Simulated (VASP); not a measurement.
# WS2 in VASP: single point with PBEsol

Aim: the single point of WS2 with PBEsol.

Program: VASP 6.6.1. These are calculated values, not measurements. Logs are shortened: lines on timing, memory, paths and dates and some standing lists are left out, and cuts for length are marked.

### 1 The cell of the first run

The cell holds a slab with vacuum, 6 atoms: a = 3.146 Å, b = 3.146 Å, c = 23.567 Å, α = 90.00°, β = 90.00°, γ = 120.00°.

### 2 Single point, PBEsol (atom 1 (W) moved +0.067 Å towards its neighbour atom 4 (S) at 2.399 Å)

Contents of INCAR:

```
SYSTEM = WS2
PREC = Accurate ; ENCUT = 520
EDIFF = 1E-7 ; ISMEAR = 0
SIGMA = 0.05 ; LREAL = .FALSE.
LASPH = .TRUE. ; NELM = 60
ALGO = Normal ; ISIF = 2
LWAVE = .FALSE. ; LCHARG = .FALSE.
GGA = PS ; NBANDS = 35
```

Contents of KPOINTS:

```
regular mesh
0
G
  12 12 2
  0 0 0
```

Contents of POSCAR:

```
WS2
1.0
    3.1458813836      0.0000000000      0.0000000000
   -1.5729406918      2.7244131955      0.0000000000
    0.0000000000      0.0000000000     23.5674572586
W S
2 4
Direct
    0.3148007992      0.6574003996      0.6327265006
    0.6666666667      0.3333333333      0.3654241421
    0.3333333333      0.6666666667      0.2989469828
    0.6666666667      0.3333333333      0.5680493466
    0.3333333333      0.6666666667      0.4319506534
    0.6666666667      0.3333333333      0.7010530172
```

Potentials or basis: VASP PAW PBE potentials, release 64 (W_sv, S).

The run is started by

```sh
$ cat potpaw_PBE.64/W_sv/POTCAR potpaw_PBE.64/S/POTCAR > POTCAR
$ mpirun -np 1 vasp_std > vasp.out
```

OUTCAR:

```text
SYSTEM = WS2
   PREC = Accurate
   ENCUT = 520
   EDIFF = 1E-7
   ISMEAR = 0
   LREAL = .FALSE.
   LASPH = .TRUE.
   NELM = 60
   ISIF = 2
   GGA = PS

 ion  position               nearest neighbor table
   1  0.315  0.657  0.633-   4 2.33   6 2.39   4 2.39   4 2.39   6 2.45   6 2.45
   2  0.667  0.333  0.365-   3 2.40   3 2.40   3 2.40   5 2.40   5 2.40   5 2.40
   3  0.333  0.667  0.299-   2 2.40   2 2.40   2 2.40
   4  0.667  0.333  0.568-   1 2.33   1 2.39   1 2.39
   5  0.333  0.667  0.432-   2 2.40   2 2.40   2 2.40
   6  0.667  0.333  0.701-   1 2.39   1 2.45   1 2.45

  LATTYP: Found a hexagonal cell.
 ALAT       =     3.1458813836
 C/A-ratio  =     7.4915276150

  Lattice vectors:

 A1 = (   3.1458813836,   0.0000000000,   0.0000000000)
 A2 = (  -1.5729406918,   2.7244131955,   0.0000000000)
 A3 = (   0.0000000000,   0.0000000000,  23.5674572586)

Analysis of symmetry for initial positions (statically):
=====================================================================
 Subroutine PRICEL returns:
 Original cell was already a primitive cell.

 Routine SETGRP: Setting up the symmetry group for a
 hexagonal supercell.

 Subroutine GETGRP returns: Found  2 space group operations
 (whereof  2 operations were pure point group operations)
 out of a pool of 24 trial point group operations.

The static configuration has the point symmetry C_1h.

Analysis of symmetry for dynamics (positions and initial velocities):
=====================================================================
 Subroutine PRICEL returns:
 Original cell was already a primitive cell.

 Routine SETGRP: Setting up the symmetry group for a
 hexagonal supercell.

 Subroutine GETGRP returns: Found  2 space group operations
 (whereof  2 operations were pure point group operations)
 out of a pool of 24 trial point group operations.

The dynamic configuration has the point symmetry C_1h.

 Subroutine INISYM returns: Found  2 space group operations
 (whereof  2 operations are pure point group operations),
 and found     1 'primitive' translations

----------------------------------------------------------------------------------------

                                     Primitive cell

  volume of cell :     201.9892

  direct lattice vectors                    reciprocal lattice vectors
     3.145881384  0.000000000  0.000000000     0.317875939  0.183525759  0.000000000
    -1.572940692  2.724413195  0.000000000     0.000000000  0.367051518  0.000000000
     0.000000000  0.000000000 23.567457259     0.000000000  0.000000000  0.042431391

  length of vectors
[... 95 lines left out ...]
   NFREE  =      0    steps in history (QN), initial steepest desc. (CG)
   ISIF   =      2    stress and relaxation
   ISYM   =      2    0-nonsym 1-usesym 2-fastsym
   POTIM  = 0.5000    time-step for ionic-motion
   TEBEG  =    0.0;   TEEND  =   0.0 temperature during run
   PSTRESS=    0.0 pullay stress
   NELECT =      52.0000    total number of electrons
   NUPDOWN=      -1.0000    fix difference up-down
   EMIN   =  10.00;   EMAX   =-10.00  energy-range for DOS
   EFERMI =   0.00;   METHOD = LEGACY
   ISMEAR =     0;   SIGMA  =   0.05  broadening in eV -4-tet -1-fermi 0-gaus
   EFERMI_NEDOS =   21; number of points for ismear=-14 and -15
   IALGO  =     38    algorithm
   IMIX   =      4    mixing-type and parameters
     AMIX     =   0.40;   BMIX     =  1.00
     AMIX_MAG =   1.60;   BMIX_MAG =  1.00
  volume/ion in A,a.u.               =      33.66       227.18
  Fermi-wavevector in a.u.,A,eV,Ry     =   1.041438  1.968032 14.756774  1.084592
  Thomas-Fermi vector in A             =   2.176058
   LORBIT       =      0    0 simple, 1 ext, 2 COOP (PROOUT), +10 PAW based schemes
   GGA     = PS    functional components
   LHFCALC =     F    Hartree Fock is set to
   AEXX    =    0.0000 exact exchange contribution
   IVDW    =     0    specifies the selected vdW correction
   LEPSILON=     F    determine dielectric tensor
   LRPA    =     F    only Hartree local field effects (RPA)
 non-spin polarized calculation
 Gauss-broadening in eV      SIGMA  =   0.05
  energy-cutoff  :      520.00
  volume of cell :      201.99
 maximum number of plane-waves:      5476
   NGX = 11   NGY = 11   NGZ = 87

 number of electron      51.9999991 magnetization

 Free energy of the ion-electron system (eV)
  ---------------------------------------------------
  ext. energy  EPLUGINS =         0.00000000
  ---------------------------------------------------
  free energy    TOTEN  =       -50.46429894 eV

  energy without entropy =      -50.46429894  energy(sigma->0) =      -50.46429894

 E-fermi :   1.4978     XC(G=0):  -6.2561

 val. band max:        1.1985888292   @ k =   0.0000   0.0000   0.5000
 cond. band min:       2.6351466261   @ k =  -0.1667   0.3333   0.0000
 fundamental gap:      1.4365577969
 Fermi energy:         1.4978163611

 k-point     1 :       0.0000    0.0000    0.0000
  band No.  band energies     occupation
      1     -73.0645      2.00000
      2     -73.0378      2.00000
      3     -37.3465      2.00000
      4     -37.3161      2.00000
      5     -37.1558      2.00000
      6     -37.1441      2.00000
[... 901 lines left out ...]
     34       5.8397      0.00000
     35       7.1719      0.00000

 [... further k-points ...]

------------------------ aborting loop because EDIFF is reached ----------------------------------------

  FORCE on cell =-STRESS in cart. coord.  units (eV):
  Direction    XX          YY          ZZ          XY          YZ          ZX
  --------------------------------------------------------------------------------------
  -------------------------------------------------------------------------------------
  Total        0.3806969      0.0051290      0.2411243      0.3252514      0.0669688      0.1159933
  in kB        3.0196868      0.0406828      1.9125971      2.5798931      0.5311959      0.9200581
  external PRESSURE =       1.6576556 kB  Pullay stress =       0.0000000 kB

 VOLUME and BASIS-vectors are now :
 -----------------------------------------------------------------------------
  energy-cutoff  :      520.00
  volume of cell :      201.99
      direct lattice vectors                 reciprocal lattice vectors
     3.145881384  0.000000000  0.000000000     0.317875939  0.183525759  0.000000000
    -1.572940692  2.724413195  0.000000000     0.000000000  0.367051518  0.000000000
     0.000000000  0.000000000 23.567457259     0.000000000  0.000000000  0.042431391

 POSITION                                       TOTAL-FORCE (eV/Angst)
 -----------------------------------------------------------------------------------
     -0.04373      1.79103     14.91175         0.977289      0.564238      1.461731
      1.57294      0.90814      8.61212        -0.000649     -0.000375     -0.003074
     -0.00000      1.81628      7.04542         0.000112      0.000065     -0.020486
      1.57294      0.90814     13.38748        -0.535233     -0.309017     -0.815120
     -0.00000      1.81628     10.17998        -0.001250     -0.000722      0.019234
      1.57294      0.90814     16.52204        -0.440269     -0.254189     -0.642286
 -----------------------------------------------------------------------------------
    total drift:                                0.000051      0.000030      0.000093

  FREE ENERGIE OF THE ION-ELECTRON SYSTEM (eV)
  ---------------------------------------------------
  free  energy   TOTEN  =       -50.4642989372 eV

  energy  without entropy=      -50.4642989372  energy(sigma->0) =      -50.46429894
```

stdout:

```text
POSCAR found type information on POSCAR W S
 POSCAR found :  2 types and       6 ions
 scaLAPACK will be used
 -----------------------------------------------------------------------------
|                                                                             |
|                                                                             |
|     You enforced a specific xc type in the INCAR file but a different       |
|     I HOPE YOU KNOW WHAT YOU ARE DOING!                                     |
|                                                                             |
 -----------------------------------------------------------------------------

 LDA part: xc-table for (Slater+PW92), standard interpolation
 POSCAR, INCAR and KPOINTS ok, starting setup
 FFT: planning ... GRIDC
 FFT: planning ... GRID_SOFT
 FFT: planning ... GRID
 WAVECAR not read
 entering main loop
```

Wall time 25 min (1 thread of Intel Xeon 8259CL, shared host); peak memory 0.64 GiB.

Results:

```yaml
Free_energy: -50.4643 eV
Largest_force: 1.847 eV/Å
Band_gap_on_the_k_mesh: 1.44 eV (least direct gap 1.89 eV)
```

Forces on the atoms (eV/Å):
```
W    0.977  0.564  1.462
W   -0.001  0.000 -0.003
S    0.000  0.000 -0.020
S   -0.535 -0.309 -0.815
S   -0.001 -0.001  0.019
S   -0.440 -0.254 -0.642
```

Caveat: the cell differs from its parent crystal (atom 1 (W) moved +0.067 Å towards its neighbour atom 4 (S) at 2.399 Å); there is no dipole correction, which matters where the two faces differ; the PAW data sets were made with another functional, which shifts forces and pressure a little; spin-orbit coupling is left out, which moves the levels of the heavy elements.
